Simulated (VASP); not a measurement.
Wanted: the native input for a VASP 6.6.1 run.

```
Task                   : single point
Functional             : r2SCAN
Potentials or basis    : VASP PAW PBE potentials, release 64 (Mg_sv, O)
Cutoff                 : 920 eV
k mesh                 : 12 × 12 × 12
Occupations            : gaussian, width 0.05 eV
Spin                   : no spin polarisation
Dipole correction      : no
Further INCAR settings : ALGO = Normal; EDIFF = 1e-06; NBANDS = 18
```

MgO2:

```
Mg O
1.0
     1.60476    0.92651    3.63374
    -1.60476    0.92651    3.63374
     0.00000   -1.85302    3.63374
Mg O
1 2
Direct
  0.00000 0.00000 0.00000
  0.42879 0.42879 0.42879
  0.57121 0.57121 0.57121
```

This cell differs from its parent crystal: strain +0.000 along x and y, +0.040 along z.

The input as run:

POSCAR

```
MgO2
1.0
    1.6047610160      0.9265092046      3.6337380299
   -1.6047610160      0.9265092046      3.6337380299
    0.0000000000     -1.8530184092      3.6337380299
Mg O
1 2
Direct
    0.0000000000      0.0000000000      0.0000000000
    0.4287860000      0.4287860000      0.4287860000
    0.5712140000      0.5712140000      0.5712140000
```

INCAR.step1

```
SYSTEM = MgO2
PREC = Accurate
ENCUT = 920
ISMEAR = 0
SIGMA = 0.05
LREAL = .FALSE.
LASPH = .TRUE.
NELM = 120
NBANDS = 18
GGA = PE
ALGO = Normal
EDIFF = 1E-5
LWAVE = .TRUE.
LCHARG = .FALSE.
GGA_COMPAT = .FALSE.
```

INCAR.step2

```
SYSTEM = MgO2
PREC = Accurate
ENCUT = 920
EDIFF = 1E-6
ISMEAR = 0
SIGMA = 0.05
LREAL = .FALSE.
LASPH = .TRUE.
NELM = 120
ALGO = Normal
ISIF = 2
LWAVE = .FALSE.
LCHARG = .FALSE.
METAGGA = R2SCAN
LMIXTAU = .TRUE.
NBANDS = 18
ISTART = 1
GGA_COMPAT = .FALSE.
```

KPOINTS

```
Automatic mesh
0
G
  12 12 12
  0 0 0
```

Potentials or basis: VASP PAW PBE potentials, release 64 (Mg_sv, O).

Command:

```sh
$ cat potpaw_PBE.64/Mg_sv/POTCAR potpaw_PBE.64/O/POTCAR > POTCAR
$ cp INCAR.step1 INCAR
$ mpirun -np 1 vasp_std > vasp.out
$ cp INCAR.step2 INCAR
$ mpirun -np 1 vasp_std > vasp.out
```

It gave:

```json
{"Pressure": "-11.0 GPa", "Largest force": "0.905 eV/Å", "Band gap on the k mesh": "2.15 eV"}
```

Caveat: the cell differs from its parent crystal (strain +0.000 along x and y, +0.040 along z); the stress differs along the axes, from -23 to -5 GPa; the PAW data sets were made with another functional, which shifts forces and pressure a little.

Run time: 16 min on 1 thread of Intel(R) Xeon(R) Platinum 8488C (Sapphire Rapids), on a shared host, peak memory 0.42 GiB.
